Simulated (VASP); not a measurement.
Set up this calculation in VASP 6.6.1, as the native input.

```yaml
Task: single point
Functional: PBEsol
Potentials_or_basis: VASP PAW PBE potentials, release 64 (Ca_sv)
Cutoff: 520 eV
k_mesh: 9 × 9 × 9
Occupations: fermi-dirac, width 0.05 eV
Spin: no spin polarisation
Dipole_correction: no
Further_INCAR_settings: ALGO = Normal; EDIFF = 1e-06; NBANDS = 17
```

The structure of Ca lies in POSCAR:

```
Ca
1.0
    0.0000000000      4.1399901006      4.1399901006
    4.1399901006      0.0000000000      4.1399901006
    4.1399901006      4.1399901006      0.0000000000
Ca
2
Direct
   -0.1250000000     -0.1250000000     -0.1250000000
    0.1250000000      0.1250000000      0.1250000000
```

This isn't the form of Ca at room conditions, which is fcc.

These files were run (other wordings do the same):

INCAR

```
SYSTEM = Ca
PREC     = Accurate       ! precision mode
ENCUT    = 520            ! plane-wave cutoff, eV
EDIFF    = 1E-6           ! SCF threshold, eV
ISMEAR   = -1             ! smearing method
SIGMA    = 0.05           ! smearing width, eV
LREAL    = .FALSE.        ! projectors in reciprocal space
LASPH    = .TRUE.         ! aspherical terms in the spheres
NELM     = 100            ! most SCF steps
ALGO     = Normal         ! electronic algorithm
ISIF     = 2              ! what is computed and relaxed
LWAVE    = .FALSE.        ! write WAVECAR
LCHARG   = .FALSE.        ! write CHGCAR
GGA      = PS             ! functional
NBANDS   = 17             ! bands
```

KPOINTS

```
Automatic mesh
0
G
  9 9 9
  0 0 0
```

Potentials or basis: VASP PAW PBE potentials, release 64 (Ca_sv).

Run with:

```sh
$ cat potpaw_PBE.64/Ca_sv/POTCAR > POTCAR
$ mpirun -np 1 vasp_std > vasp.out
```

Results of the run:

The pressure is 0.3 GPa and the band gap on the k mesh is zero (bands 10 and 11 overlap by 0.87 eV).

Caveat: the PAW data sets were made with another functional, which shifts forces and pressure a little.

Run time: 64 s on 1 thread of AMD EPYC 9R14 (Zen 4) (shared host), peak memory 0.3 GiB.
